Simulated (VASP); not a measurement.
Input of a VASP 6.6.1 run:

File INCAR:

```
  PREC = Accurate
  ENCUT = 520
  EDIFF = 1E-6
  ISMEAR = 0
  SIGMA = 0.02
  LREAL = False
  LASPH = True
  NELM = 60
  ALGO = Normal
  ISIF = 2
  LWAVE = False
  LCHARG = False
  GGA = PE
  NBANDS = 10
```

File KPOINTS:

```
regular mesh
0
Gamma
  9 9 6
```

Contents of POSCAR:

```
H
1.0
    3.7900977211      0.0000000000      0.0000000000
   -1.8950488605      3.2823209093      0.0000000000
    0.0000000000      0.0000000000      4.9782558373
H
4
Direct
    0.3333333333      0.6666666667      0.1746078973
    0.6666666667      0.3333333333      0.6746078973
    0.6666666667      0.3333333333      0.8253921027
    0.3333333333      0.6666666667      0.3253921027
```

Potentials or basis: VASP PAW PBE potentials, release 64 (H).

The run is started by

```console
$ cat potpaw_PBE.64/H/POTCAR > POTCAR
$ mpirun -np 1 vasp_std > vasp.out
```

Question: What does it give for the band gap on the k mesh?

Answer: 9.26 eV, direct.

Question: Predict the largest force.

Answer: 0.012 eV/Å.

Question: What does it give for the pressure?

Answer: -0.1 GPa.

Forces in eV/Å, atoms in the order of the input:
```
H    0.000  0.000  0.012
H    0.000  0.000  0.012
H    0.000  0.000 -0.012
H    0.000  0.000 -0.012
```

 A k mesh can miss the band edges.
